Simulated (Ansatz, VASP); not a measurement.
Rb: VASP beside Ansatz

```
CELL_PARAMETERS angstrom
-2.66327 2.66327 2.66327
2.66327 -2.66327 2.66327
2.66327 2.66327 -2.66327
ATOMIC_POSITIONS crystal
Rb 0.00000 0.00000 0.00000
```

Alike in both runs: task single point; functional LDA; k mesh 12 × 12 × 12; occupations gaussian, width 0.1 eV; no spin polarisation.

|  | VASP | Ansatz |
| --- | --- | --- |
| version | VASP 6.6.1 | Ansatz 0.2.0 |
| potentials or method | VASP PAW LDA potentials, release 64 (Rb_sv), cutoff 520 eV | scalar-relativistic, plane waves, PAW |
| valence electrons in the cell | 9 | 9 |

```csv
,VASP,Ansatz,Ansatz less VASP
gap on the k mesh at the Fermi level (eV),none,none,-
pressure (GPa),0.1,0.1,0.00
```

LDA's correlation is that of Perdew and Zunger in VASP and of Perdew and Wang (1992) in Ansatz. A gap of «none» marks a metal or a gap that the smearing closes.
